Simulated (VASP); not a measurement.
# Te2Mo (Fd-3m) in VASP: further runs

Te2Mo is run at these levels: PBE; tasks: single point, relaxation of cell and atoms.

All numbers are computed with VASP 6.6.1; they aren't measurements. Logs are shortened: lines on timing, memory, paths and dates and some standing lists are left out, and cuts for length are marked.

### Step 1. The cell of the first run

It takes space group Fd-3m (No. 227, cubic). The conventional cell has a = 8.416 Å, b = 8.416 Å, c = 8.416 Å, α = 90.00°, β = 90.00°, γ = 90.00°. Within 3.9 Å of Te (site symmetry -3m) lie 6 Te at 2.98 Å and 6 Mo at 3.49 Å. Mo (site symmetry -43m) has 12 Te at 3.49 Å and 4 Mo at 3.64 Å within 4.6 Å.

### Step 2. Single point, PBE

The input, INCAR:

```
SYSTEM = Te2Mo
PREC = Accurate
ENCUT = 520
EDIFF = 1E-7
ISMEAR = 0
SIGMA = 0.1
LREAL = .False.
LASPH = .True.
NELM = 100
ALGO = Normal
ISIF = 2
LWAVE = .False.
LCHARG = .False.
GGA = PE
NBANDS = 35
```

The input, KPOINTS:

```
Automatic mesh
0
Gamma
  8 8 8
  0 0 0
```

The input, POSCAR:

```
Te2Mo
1.0
    0.0000000000      4.2081254913      4.2081254913
    4.2081254913      0.0000000000      4.2081254913
    4.2081254913      4.2081254913      0.0000000000
Te Mo
4 2
Direct
    0.1250000000      0.1250000000      0.1250000000
    0.6250000000      0.1250000000      0.1250000000
    0.1250000000      0.1250000000      0.6250000000
    0.1250000000      0.6250000000      0.1250000000
    0.5000000000      0.5000000000      0.5000000000
    0.7500000000      0.7500000000      0.7500000000
```

Potentials or basis: VASP PAW PBE potentials, release 64 (Te, Mo_sv).

Command:

```console
$ cat potpaw_PBE.64/Te/POTCAR potpaw_PBE.64/Mo_sv/POTCAR > POTCAR
$ mpirun -np 1 vasp_std > vasp.out
```

OUTCAR:

```text
SYSTEM = Te2Mo
   PREC = Accurate
   ENCUT = 520
   EDIFF = 1E-7
   ISMEAR = 0
   LREAL = .False.
   LASPH = .True.
   NELM = 100
   ISIF = 2
   GGA = PE

 ion  position               nearest neighbor table
   1  0.125  0.125  0.125-   2 2.98   3 2.98   4 2.98   3 2.98   4 2.98   2 2.98   6 3.49   5 3.49
                             6 3.49   5 3.49   6 3.49   5 3.49
   2  0.625  0.125  0.125-   1 2.98   3 2.98   4 2.98   1 2.98   3 2.98   4 2.98   5 3.49   6 3.49
                             5 3.49   6 3.49   6 3.49   5 3.49
   3  0.125  0.125  0.625-   1 2.98   1 2.98   2 2.98   4 2.98   4 2.98   2 2.98   6 3.49   5 3.49
                             6 3.49   5 3.49   6 3.49   5 3.49
   4  0.125  0.625  0.125-   1 2.98   3 2.98   1 2.98   2 2.98   3 2.98   2 2.98   6 3.49   5 3.49
                             6 3.49   5 3.49   6 3.49   5 3.49
   5  0.500  0.500  0.500-   3 3.49   4 3.49   2 3.49   3 3.49   2 3.49   4 3.49   1 3.49   1 3.49
                             1 3.49   2 3.49   3 3.49   4 3.49
   6  0.750  0.750  0.750-   2 3.49   4 3.49   2 3.49   3 3.49   3 3.49   4 3.49   1 3.49   4 3.49
                             1 3.49   1 3.49   2 3.49   3 3.49

  LATTYP: Found a face centered cubic cell.
 ALAT       =     8.4162509826

  Lattice vectors:

 A1 = (   0.0000000000,   4.2081254913,   4.2081254913)
 A2 = (   4.2081254913,   0.0000000000,   4.2081254913)
 A3 = (   4.2081254913,   4.2081254913,   0.0000000000)

Analysis of symmetry for initial positions (statically):
=====================================================================
 Subroutine PRICEL returns:
 Original cell was already a primitive cell.

 Routine SETGRP: Setting up the symmetry group for a
 face centered cubic supercell.

 Subroutine GETGRP returns: Found 48 space group operations
 (whereof 24 operations were pure point group operations)
 out of a pool of 48 trial point group operations.

The static configuration has the point symmetry T_d .
 The point group associated with its full space group is O_h .

Analysis of symmetry for dynamics (positions and initial velocities):
=====================================================================
 Subroutine PRICEL returns:
 Original cell was already a primitive cell.

 Routine SETGRP: Setting up the symmetry group for a
 face centered cubic supercell.

 Subroutine GETGRP returns: Found 48 space group operations
 (whereof 24 operations were pure point group operations)
 out of a pool of 48 trial point group operations.

The dynamic configuration has the point symmetry T_d .
 The point group associated with its full space group is O_h .

 Subroutine INISYM returns: Found 48 space group operations
 (whereof 24 operations are pure point group operations),
 and found     1 'primitive' translations

----------------------------------------------------------------------------------------

                                     Primitive cell

  volume of cell :     149.0377

  direct lattice vectors                    reciprocal lattice vectors
     0.000000000  4.208125491  4.208125491    -0.118817749  0.118817749  0.118817749
     4.208125491  0.000000000  4.208125491     0.118817749 -0.118817749  0.118817749
     4.208125491  4.208125491  0.000000000     0.118817749  0.118817749 -0.118817749

  length of vectors
     5.951188142  5.951188142  5.951188142     0.205798379  0.205798379  0.205798379

  position of ions in fractional coordinates (direct lattice)
     0.125000000  0.125000000  0.125000000
     0.625000000  0.125000000  0.125000000
     0.125000000  0.125000000  0.625000000
     0.125000000  0.625000000  0.125000000
     0.500000000  0.500000000  0.500000000
     0.750000000  0.750000000  0.750000000

  ion indices of the primitive-cell ions
   primitive index   ion index
                 1           1
                 2           2
                 3           3
                 4           4
                 5           5
                 6           6

----------------------------------------------------------------------------------------

 KPOINTS: Automatic mesh

Automatic generation of k-mesh.
 Grid dimensions read from file:
 generate k-points for:    8    8    8

 Generating k-lattice:

  Cartesian coordinates                     Fractional coordinates (reciprocal lattice)
    -0.014852219  0.014852219  0.014852219     0.125000000  0.000000000  0.000000000
     0.014852219 -0.014852219  0.014852219     0.000000000  0.125000000  0.000000000
     0.014852219  0.014852219 -0.014852219     0.000000000  0.000000000  0.125000000

  Length of vectors
     0.025724797  0.025724797  0.025724797

  Shift w.r.t. Gamma in fractional coordinates (k-lattice)
     0.000000000  0.000000000  0.000000000

 Subroutine IBZKPT returns following result:
 ===========================================

 Found     29 irreducible k-points:

 Following reciprocal coordinates:
            Coordinates               Weight
  0.000000  0.000000  0.000000      1.000000
  0.125000  0.000000  0.000000      8.000000
  0.250000  0.000000  0.000000      8.000000
  0.375000  0.000000  0.000000      8.000000
  0.500000  0.000000  0.000000      4.000000
  0.125000  0.125000  0.000000      6.000000
[... 16 lines left out ...]
  0.500000  0.250000  0.125000     48.000000
 -0.375000  0.250000  0.125000     24.000000
 [... further k-points ...]
   k-points           NKPTS =     29   k-points in BZ     NKDIM =     29   number of bands    NBANDS=     35
   number of dos      NEDOS =    301   number of ions     NIONS =      6
   total plane-waves  NPLWV = 110592
   dimension x,y,z NGX =    48 NGY =   48 NGZ =   48
   dimension x,y,z NGXF=    96 NGYF=   96 NGZF=   96
   ions per type =               4   2
   NGX,Y,Z   is equivalent  to a cutoff of  13.41, 13.41, 13.41 a.u.
   NGXF,Y,Z  is equivalent  to a cutoff of  26.82, 26.82, 26.82 a.u.
 SYSTEM =  Te2Mo
   PREC   = accura    normal or accurate (medium, high low for compatibility)
   ISTART =      0    job   : 0-new  1-cont  2-samecut
   ICHARG =      2    charge: 1-file 2-atom 10-const
   ISPIN  =      1    spin polarized calculation?
   LNONCOLLINEAR =      F non collinear calculations
   LSORBIT =      F    spin-orbit coupling
   LASPH  =      T    aspherical Exc in radial PAW
   ENCUT  =  520.0 eV  38.22 Ry    6.18 a.u.  11.07 11.07 11.07*2*pi/ulx,y,z
   NELM   =    100;   NELMIN=  2; NELMDL= -5     # of ELM steps
   EDIFF  = 0.1E-06   stopping-criterion for ELM
   LREAL  =      F    real-space projection
   EDIFFG = 0.1E-05   stopping-criterion for IOM
   NSW    =      0    number of steps for IOM
   IBRION =     -1    ionic relax: 0-MD 1-quasi-New 2-CG
   NFREE  =      0    steps in history (QN), initial steepest desc. (CG)
   ISIF   =      2    stress and relaxation
   ISYM   =      2    0-nonsym 1-usesym 2-fastsym
   POTIM  = 0.5000    time-step for ionic-motion
   TEBEG  =    0.0;   TEEND  =   0.0 temperature during run
   PSTRESS=    0.0 pullay stress
   NELECT =      52.0000    total number of electrons
   NUPDOWN=      -1.0000    fix difference up-down
   EMIN   =  10.00;   EMAX   =-10.00  energy-range for DOS
   EFERMI =   0.00;   METHOD = LEGACY
   ISMEAR =     0;   SIGMA  =   0.10  broadening in eV -4-tet -1-fermi 0-gaus
   EFERMI_NEDOS =   21; number of points for ismear=-14 and -15
   IALGO  =     38    algorithm
   IMIX   =      4    mixing-type and parameters
     AMIX     =   0.40;   BMIX     =  1.00
     AMIX_MAG =   1.60;   BMIX_MAG =  1.00
  volume/ion in A,a.u.               =      24.84       167.63
  Fermi-wavevector in a.u.,A,eV,Ry     =   1.152508  2.177924 18.072273  1.328275
  Thomas-Fermi vector in A             =   2.289158
   LORBIT       =      0    0 simple, 1 ext, 2 COOP (PROOUT), +10 PAW based schemes
   GGA     = PE    functional components
   LHFCALC =     F    Hartree Fock is set to
   AEXX    =    0.0000 exact exchange contribution
   IVDW    =     0    specifies the selected vdW correction
   LEPSILON=     F    determine dielectric tensor
   LRPA    =     F    only Hartree local field effects (RPA)
 non-spin polarized calculation
 Gauss-broadening in eV      SIGMA  =   0.10
  energy-cutoff  :      520.00
  volume of cell :      149.04
 maximum number of plane-waves:      4044
 NGX is ok and might be reduce to    48
   NGX = 23   NGY = 23   NGZ = 23

 number of electron      52.0000000 magnetization

 Free energy of the ion-electron system (eV)
  ---------------------------------------------------
  ext. energy  EPLUGINS =         0.00000000
  ---------------------------------------------------
  free energy    TOTEN  =       -23.78103698 eV

  energy without entropy =      -23.73380841  energy(sigma->0) =      -23.75742270

 E-fermi :   9.2154     XC(G=0): -10.7287

 val. band max:        9.2075684031   @ k =  -0.2500   0.2500   0.0000
 cond. band min:       9.2161806691   @ k =   0.5000   0.3750   0.1250
 fundamental gap:      0.0086122661
 Fermi energy:         9.2154069212

 k-point     1 :       0.0000    0.0000    0.0000
  band No.  band energies     occupation
      1     -51.9001      2.00000
      2     -51.8953      2.00000
      3     -25.9643      2.00000
      4     -25.9643      2.00000
      5     -25.9643      2.00000
      6     -25.9386      2.00000
[... 27 lines left out ...]
     34      11.0226      0.00000
     35      11.0226      0.00000

 k-point     2 :       0.1250    0.0000    0.0000
  band No.  band energies     occupation
      1     -51.8999      2.00000
      2     -51.8954      2.00000
      3     -25.9646      2.00000
      4     -25.9646      2.00000
      5     -25.9640      2.00000
      6     -25.9389      2.00000
[... 27 lines left out ...]
     34      11.3686      0.00000
     35      11.3686      0.00000

 k-point     3 :       0.2500    0.0000    0.0000
  band No.  band energies     occupation
      1     -51.8996      2.00000
      2     -51.8958      2.00000
      3     -25.9655      2.00000
      4     -25.9655      2.00000
      5     -25.9635      2.00000
      6     -25.9396      2.00000
[... 27 lines left out ...]
     34      11.0949      0.00000
     35      11.9224      0.00000

 k-point     4 :       0.3750    0.0000    0.0000
  band No.  band energies     occupation
      1     -51.8991      2.00000
      2     -51.8962      2.00000
      3     -25.9663      2.00000
      4     -25.9663      2.00000
      5     -25.9629      2.00000
      6     -25.9404      2.00000
[... 27 lines left out ...]
     34      11.3174      0.00000
     35      12.1853      0.00000

 k-point     5 :       0.5000    0.0000    0.0000
  band No.  band energies     occupation
      1     -51.8989      2.00000
      2     -51.8965      2.00000
      3     -25.9666      2.00000
      4     -25.9666      2.00000
      5     -25.9626      2.00000
      6     -25.9407      2.00000
[... 638 lines left out ...]
 k-point    22 :       0.3750    0.2500    0.1250
  band No.  band energies     occupation
      1     -51.8992      2.00000
      2     -51.8961      2.00000
      3     -25.9673      2.00000
      4     -25.9664      2.00000
      5     -25.9608      2.00000
      6     -25.9423      2.00000
[... 27 lines left out ...]
     34      11.1824      0.00000
     35      11.3147      0.00000

 k-point    23 :       0.5000    0.2500    0.1250
  band No.  band energies     occupation
      1     -51.8988      2.00000
      2     -51.8966      2.00000
      3     -25.9683      2.00000
      4     -25.9671      2.00000
      5     -25.9591      2.00000
      6     -25.9441      2.00000
[... 27 lines left out ...]
     34      11.3576      0.00000
     35      11.4452      0.00000

 k-point    24 :      -0.3750    0.2500    0.1250
  band No.  band energies     occupation
      1     -51.8985      2.00000
      2     -51.8968      2.00000
      3     -25.9687      2.00000
      4     -25.9675      2.00000
      5     -25.9582      2.00000
      6     -25.9449      2.00000
[... 27 lines left out ...]
     34      11.4842      0.00000
     35      11.9638      0.00000

 [... further k-points ...]

------------------------ aborting loop because EDIFF is reached ----------------------------------------

  FORCE on cell =-STRESS in cart. coord.  units (eV):
  Direction    XX          YY          ZZ          XY          YZ          ZX
  --------------------------------------------------------------------------------------
  -------------------------------------------------------------------------------------
  Total       -0.0324791     -0.0324791     -0.0324791      0.0000000     -0.0000000     -0.0000000
  in kB       -0.3491553     -0.3491553     -0.3491553      0.0000000     -0.0000000     -0.0000000
  external PRESSURE =      -0.3491553 kB  Pullay stress =       0.0000000 kB

 VOLUME and BASIS-vectors are now :
 -----------------------------------------------------------------------------
  energy-cutoff  :      520.00
  volume of cell :      149.04
      direct lattice vectors                 reciprocal lattice vectors
     0.000000000  4.208125491  4.208125491    -0.118817749  0.118817749  0.118817749
     4.208125491  0.000000000  4.208125491     0.118817749 -0.118817749  0.118817749
     4.208125491  4.208125491  0.000000000     0.118817749  0.118817749 -0.118817749

 POSITION                                       TOTAL-FORCE (eV/Angst)
 -----------------------------------------------------------------------------------
      1.05203      1.05203      1.05203         0.000000     -0.000000      0.000000
      1.05203      3.15609      3.15609         0.000000     -0.000000      0.000000
      3.15609      3.15609      1.05203         0.000000     -0.000000      0.000000
      3.15609      1.05203      3.15609         0.000000     -0.000000      0.000000
      4.20813      4.20813      4.20813         0.000000      0.000000      0.000000
      6.31219      6.31219      6.31219        -0.000000     -0.000000     -0.000000
 -----------------------------------------------------------------------------------
    total drift:                               -0.000000     -0.000000     -0.000000

  FREE ENERGIE OF THE ION-ELECTRON SYSTEM (eV)
  ---------------------------------------------------
  free  energy   TOTEN  =       -23.7810369815 eV

  energy  without entropy=      -23.7338084085  energy(sigma->0) =      -23.75742270
```

Wall time 5.8 min (1 thread of Intel Xeon 8259CL, shared host); peak memory 0.37 GiB.

What came out:

- Free energy: -23.7810 eV
- Pressure: 0.0 GPa
- Band gap on the k mesh: zero (bands 26 and 27 overlap by 0.86 eV)

Caveat: spin-orbit coupling is left out, which moves the levels of the heavy elements.

(Part 1 of 2 ends here.)

The gap in the log of VASP goes by the Fermi energy; the results here count the filled bands.